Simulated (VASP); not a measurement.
# Ge (Imma) in VASP: a series of runs

Ge is run at these levels: PBE; tasks: single point.

Everything below comes from runs of VASP 6.6.1. Logs are shortened: lines on timing, memory, paths and dates and some standing lists are left out, and cuts for length are marked.

## (1) The cell of the first run

Symmetry: Imma, No. 74, orthorhombic system. Conventional cell: a = 4.138 Å, b = 7.919 Å, c = 6.913 Å, α = 90.00°, β = 90.00°, γ = 90.00°. Ge (site symmetry m) has 4 Ge at 2.48 to 2.54 Å within 3.3 Å.

## (2) Single point, PBE

INCAR reads:

```
ALGO     = Normal         # electronic algorithm
EDIFF    = 1E-6           # SCF threshold, eV
ENCUT    = 520            # plane-wave cutoff, eV
GGA      = PE             # functional
ISIF     = 2              # what is computed and relaxed
ISMEAR   = 0              # smearing method
LASPH    = True           # aspherical terms in the spheres
LCHARG   = False          # write CHGCAR
LREAL    = False          # projectors in reciprocal space
LWAVE    = False          # write WAVECAR
NBANDS   = 66             # bands
NELM     = 100            # most SCF steps
PREC     = Accurate       # precision mode
SIGMA    = 0.2            # smearing width, eV
```

KPOINTS reads:

```
k-points
0
Gamma
  4 4 4
```

POSCAR reads:

```
Ge
1.0
    2.0692418795      3.9593772012     -3.4566415010
    2.0692418795     -3.9593772012     -3.4566415010
   -4.1384837591      0.0000000000     -6.9132830020
Ge
8
Direct
    0.5160135475      0.3369983360      0.9265059418
    0.0160135475      0.8369983360      0.4265059418
    0.6630016640      0.4839864525      0.5734940582
    0.1630016640      0.9839864525      0.0734940582
    0.8369983360      0.0160135475      0.9265059418
    0.3369983360      0.5160135475      0.4265059418
    0.9839864525      0.1630016640      0.5734940582
    0.4839864525      0.6630016640      0.0734940582
```

Potentials or basis: VASP PAW PBE potentials, release 64 (Ge_d).

The run is started by

```bash
> cat potpaw_PBE.64/Ge_d/POTCAR > POTCAR
> mpirun -np 1 vasp_std > vasp.out
```

OUTCAR:

```text
EDIFF = 1E-6
   ENCUT = 520
   GGA = PE
   ISIF = 2
   ISMEAR = 0
   LASPH = True
   LREAL = False
   NELM = 100
   PREC = Accurate

 ion  position               nearest neighbor table
   1  0.516  0.337  0.927-   8 2.48   4 2.51   3 2.51   5 2.54
   2  0.016  0.837  0.427-   7 2.48   3 2.51   4 2.51   6 2.54
   3  0.663  0.484  0.573-   6 2.48   2 2.51   1 2.51   7 2.54
   4  0.163  0.984  0.073-   5 2.48   1 2.51   2 2.51   8 2.54
   5  0.837  0.016  0.927-   4 2.48   8 2.51   7 2.51   1 2.54
   6  0.337  0.516  0.427-   3 2.48   7 2.51   8 2.51   2 2.54
   7  0.984  0.163  0.573-   2 2.48   6 2.51   5 2.51   3 2.54
   8  0.484  0.663  0.073-   1 2.48   5 2.51   6 2.51   4 2.54

  LATTYP: Found a base centered monoclinic cell.
 ALAT       =     8.0573277015
 B/A-ratio  =     0.9828015808
 C/A-ratio  =     1.0000000000
 COS(beta)  =    -0.4723688206

  Lattice vectors:

 A1 = (  -2.0692418795,  -3.9593772012,   3.4566415010)
 A2 = (  -2.0692418795,   3.9593772012,   3.4566415010)
 A3 = (  -4.1384837591,   0.0000000000,  -6.9132830020)

Analysis of symmetry for initial positions (statically):
=====================================================================
 Subroutine PRICEL returns following result:

  LATTYP: Found a body centered orthorhombic cell.
 ALAT       =     4.1384837590
 B/A-ratio  =     1.6704869234
 C/A-ratio  =     1.9134433922

  Lattice vectors:

 A1 = (   2.0692418795,  -3.9593772012,  -3.4566415010)
 A2 = (  -2.0692418795,  -3.9593772012,   3.4566415010)
 A3 = (  -2.0692418795,   3.9593772012,  -3.4566415010)

   2 primitive cells build up your supercell.

 Routine SETGRP: Setting up the symmetry group for a
 base centered monoclinic supercell.

 Subroutine GETGRP returns: Found  4 space group operations
 (whereof  2 operations were pure point group operations)
 out of a pool of  4 trial point group operations.

The static configuration has the point symmetry S_2 .
 The point group associated with its full space group is C_2h.

Analysis of symmetry for dynamics (positions and initial velocities):
=====================================================================
 Subroutine PRICEL returns following result:

  LATTYP: Found a body centered orthorhombic cell.
 ALAT       =     4.1384837590
 B/A-ratio  =     1.6704869234
 C/A-ratio  =     1.9134433922

  Lattice vectors:

 A1 = (   2.0692418795,  -3.9593772012,  -3.4566415010)
 A2 = (  -2.0692418795,  -3.9593772012,   3.4566415010)
 A3 = (  -2.0692418795,   3.9593772012,  -3.4566415010)

   2 primitive cells build up your supercell.

 Routine SETGRP: Setting up the symmetry group for a
 base centered monoclinic supercell.

 Subroutine GETGRP returns: Found  4 space group operations
 (whereof  2 operations were pure point group operations)
 out of a pool of  4 trial point group operations.

The dynamic configuration has the point symmetry S_2 .
 The point group associated with its full space group is C_2h.

 Subroutine INISYM returns: Found  4 space group operations
 (whereof  2 operations are pure point group operations),
 and found     2 'primitive' translations

----------------------------------------------------------------------------------------

                                     Primitive cell

  volume of cell :     113.2798

  direct lattice vectors                    reciprocal lattice vectors
     2.069241879 -3.959377201 -3.456641501     0.000000000 -0.126282487 -0.144649076
    -2.069241879 -3.959377201  3.456641501    -0.241634390 -0.126282487  0.000000000
    -2.069241880  3.959377201 -3.456641501    -0.241634390 -0.000000000 -0.144649076

  length of vectors
     5.648610470  5.648610470  5.648610470     0.192017243  0.272643440  0.281621260

  position of ions in fractional coordinates (direct lattice)
     0.263504278  0.410492394  0.853011884
     0.057480511  0.910492394  0.146988116
     0.942519489  0.089507606  0.853011884
     0.736495722  0.589507606  0.146988116

  ion indices of the primitive-cell ions
   primitive index   ion index
                 1           1
                 2           3
                 3           5
                 4           8

----------------------------------------------------------------------------------------

 KPOINTS: k-points

Automatic generation of k-mesh.
 Grid dimensions read from file:
 generate k-points for:    4    4    4

 Generating k-lattice:

  Cartesian coordinates                     Fractional coordinates (reciprocal lattice)
     0.030204299  0.031570622 -0.018081135     0.250000000 -0.000000000  0.000000000
     0.030204299 -0.031570622 -0.018081135    -0.000000000  0.250000000  0.000000000
    -0.030204299  0.000000000 -0.018081135     0.000000000  0.000000000  0.250000000

  Length of vectors
     0.047285635  0.047285635  0.035202657

  Shift w.r.t. Gamma in fractional coordinates (k-lattice)
     0.000000000  0.000000000  0.000000000

 Subroutine IBZKPT returns following result:
 ===========================================

 Found     24 irreducible k-points:

 Following reciprocal coordinates:
            Coordinates               Weight
  0.000000  0.000000  0.000000      1.000000
  0.250000  0.000000  0.000000      4.000000
  0.500000  0.000000  0.000000      2.000000
  0.250000  0.250000  0.000000      2.000000
  0.500000  0.250000 -0.000000      4.000000
 -0.250000  0.250000  0.000000      2.000000
[... 16 lines left out ...]
 -0.250000  0.250000  0.500000      2.000000
  0.500000  0.500000  0.500000      1.000000
   k-points           NKPTS =     24   k-points in BZ     NKDIM =     24   number of bands    NBANDS=     66
   number of dos      NEDOS =    301   number of ions     NIONS =      8
   total plane-waves  NPLWV = 105840
   dimension x,y,z NGX =    42 NGY =   42 NGZ =   60
   dimension x,y,z NGXF=    84 NGYF=   84 NGZF=  120
   ions per type =               8
   NGX,Y,Z   is equivalent  to a cutoff of  12.36, 12.36, 12.38 a.u.
   NGXF,Y,Z  is equivalent  to a cutoff of  24.72, 24.72, 24.76 a.u.
 SYSTEM =  unknown system
   PREC   = accura    normal or accurate (medium, high low for compatibility)
   ISTART =      0    job   : 0-new  1-cont  2-samecut
   ICHARG =      2    charge: 1-file 2-atom 10-const
   ISPIN  =      1    spin polarized calculation?
   LNONCOLLINEAR =      F non collinear calculations
   LSORBIT =      F    spin-orbit coupling
   LASPH  =      T    aspherical Exc in radial PAW
   ENCUT  =  520.0 eV  38.22 Ry    6.18 a.u.  10.50 10.50 14.98*2*pi/ulx,y,z
   NELM   =    100;   NELMIN=  2; NELMDL= -5     # of ELM steps
   EDIFF  = 0.1E-05   stopping-criterion for ELM
   LREAL  =      F    real-space projection
   EDIFFG = 0.1E-04   stopping-criterion for IOM
   NSW    =      0    number of steps for IOM
   IBRION =     -1    ionic relax: 0-MD 1-quasi-New 2-CG
   NFREE  =      0    steps in history (QN), initial steepest desc. (CG)
   ISIF   =      2    stress and relaxation
   ISYM   =      2    0-nonsym 1-usesym 2-fastsym
   POTIM  = 0.5000    time-step for ionic-motion
   TEBEG  =    0.0;   TEEND  =   0.0 temperature during run
   PSTRESS=    0.0 pullay stress
   NELECT =     112.0000    total number of electrons
   NUPDOWN=      -1.0000    fix difference up-down
   EMIN   =  10.00;   EMAX   =-10.00  energy-range for DOS
   EFERMI =   0.00;   METHOD = LEGACY
   ISMEAR =     0;   SIGMA  =   0.20  broadening in eV -4-tet -1-fermi 0-gaus
   EFERMI_NEDOS =   21; number of points for ismear=-14 and -15
   IALGO  =     38    algorithm
   IMIX   =      4    mixing-type and parameters
     AMIX     =   0.40;   BMIX     =  1.00
     AMIX_MAG =   1.60;   BMIX_MAG =  1.00
  volume/ion in A,a.u.               =      28.32       191.11
  Fermi-wavevector in a.u.,A,eV,Ry     =   1.294454  2.446164 22.798080  1.675612
  Thomas-Fermi vector in A             =   2.426036
   LORBIT       =      0    0 simple, 1 ext, 2 COOP (PROOUT), +10 PAW based schemes
   GGA     = PE    functional components
   LHFCALC =     F    Hartree Fock is set to
   AEXX    =    0.0000 exact exchange contribution
   IVDW    =     0    specifies the selected vdW correction
   LEPSILON=     F    determine dielectric tensor
   LRPA    =     F    only Hartree local field effects (RPA)
 non-spin polarized calculation
 Gauss-broadening in eV      SIGMA  =   0.20
  energy-cutoff  :      520.00
  volume of cell :      226.56
 maximum number of plane-waves:      6132
   NGX = 21   NGY = 21   NGZ = 29

 number of electron     112.0000043 magnetization

 Free energy of the ion-electron system (eV)
  ---------------------------------------------------
  ext. energy  EPLUGINS =         0.00000000
  ---------------------------------------------------
  free energy    TOTEN  =       -34.75562230 eV

  energy without entropy =      -34.74830756  energy(sigma->0) =      -34.75196493

 E-fermi :   3.0271     XC(G=0):  -8.6095

 val. band max:        2.8612433685   @ k =  -0.2500   0.5000   0.2500
 cond. band min:       3.1228531609   @ k =   0.5000   0.0000   0.5000
 fundamental gap:      0.2616097924
 Fermi energy:         3.0271254083

 k-point     1 :       0.0000    0.0000    0.0000
  band No.  band energies     occupation
      1     -21.6203      2.00000
      2     -21.6166      2.00000
      3     -21.6031      2.00000
      4     -21.5999      2.00000
      5     -21.5918      2.00000
      6     -21.5793      2.00000
[... 58 lines left out ...]
     65       6.8763      0.00000
     66       6.9519      0.00000

 k-point     2 :       0.2500    0.0000    0.0000
  band No.  band energies     occupation
      1     -21.6185      2.00000
      2     -21.6164      2.00000
      3     -21.6076      2.00000
      4     -21.6060      2.00000
      5     -21.5914      2.00000
      6     -21.5874      2.00000
[... 1507 lines left out ...]
     65       7.3307      0.00000
     66       7.3307      0.00000

 k-point    24 :       0.5000    0.5000    0.5000
  band No.  band energies     occupation
      1     -21.6254      2.00000
      2     -21.6254      2.00000
      3     -21.6225      2.00000
      4     -21.6225      2.00000
      5     -21.5940      2.00000
      6     -21.5940      2.00000
[... 58 lines left out ...]
     65       7.1905      0.00000
     66       7.1949      0.00000

------------------------ aborting loop because EDIFF is reached ----------------------------------------

  FORCE on cell =-STRESS in cart. coord.  units (eV):
  Direction    XX          YY          ZZ          XY          YZ          ZX
  --------------------------------------------------------------------------------------
  -------------------------------------------------------------------------------------
  Total       -0.0606841     -0.0818029      0.0781006      0.0000000      0.0000000      0.0439315
  in kB       -0.4291438     -0.5784910      0.5523094      0.0000000      0.0000000      0.3106736
  external PRESSURE =      -0.1517751 kB  Pullay stress =       0.0000000 kB

 VOLUME and BASIS-vectors are now :
 -----------------------------------------------------------------------------
  energy-cutoff  :      520.00
  volume of cell :      226.56
      direct lattice vectors                 reciprocal lattice vectors
     2.069241879  3.959377201 -3.456641501     0.120817195  0.126282487 -0.072324538
     2.069241879 -3.959377201 -3.456641501     0.120817195 -0.126282487 -0.072324538
    -4.138483759  0.000000000 -6.913283002    -0.120817195  0.000000000 -0.072324538

 POSITION                                       TOTAL-FORCE (eV/Angst)
 -----------------------------------------------------------------------------------
     -2.06924      0.70879     -9.35375        -0.000610      0.005678      0.004216
     -0.00000     -3.25059     -5.89711        -0.000610      0.005678      0.004216
      0.00000      0.70879     -7.92945         0.000610      0.005678     -0.004216
      2.06924     -3.25059     -4.47281         0.000610      0.005678     -0.004216
     -2.06924      3.25059     -9.35375        -0.000610     -0.005678      0.004216
     -0.00000     -0.70879     -5.89711        -0.000610     -0.005678      0.004216
      0.00000      3.25059     -7.92945         0.000610     -0.005678     -0.004216
      2.06924     -0.70879     -4.47281         0.000610     -0.005678     -0.004216
 -----------------------------------------------------------------------------------
    total drift:                               -0.000000      0.000000      0.000000

  FREE ENERGIE OF THE ION-ELECTRON SYSTEM (eV)
  ---------------------------------------------------
  free  energy   TOTEN  =       -34.7556223044 eV

  energy  without entropy=      -34.7483075616  energy(sigma->0) =      -34.75196493
```

Run time: 5.2 min. Hardware: 1 thread of Intel Xeon 6975P-C, shared host; peak memory 0.45 GiB.

What came out:

```yaml
Free_energy: -34.7556 eV
Pressure: 0.0 GPa
Largest_force: 0.007 eV/Å
Band_gap_on_the_k_mesh: 0.26 eV
```

Forces on the atoms (eV/Å):
```
Ge  -0.001  0.006  0.004
Ge  -0.001  0.006  0.004
Ge   0.001  0.006 -0.004
Ge   0.001  0.006 -0.004
Ge  -0.001 -0.006  0.004
Ge  -0.001 -0.006  0.004
Ge   0.001 -0.006 -0.004
Ge   0.001 -0.006 -0.004
```

Stress tensor (GPa, compression positive):
```
-0.04  0.00  0.03
 0.00 -0.06  0.00
 0.03  0.00  0.06
```

(Part 1 of 2 ends here.)
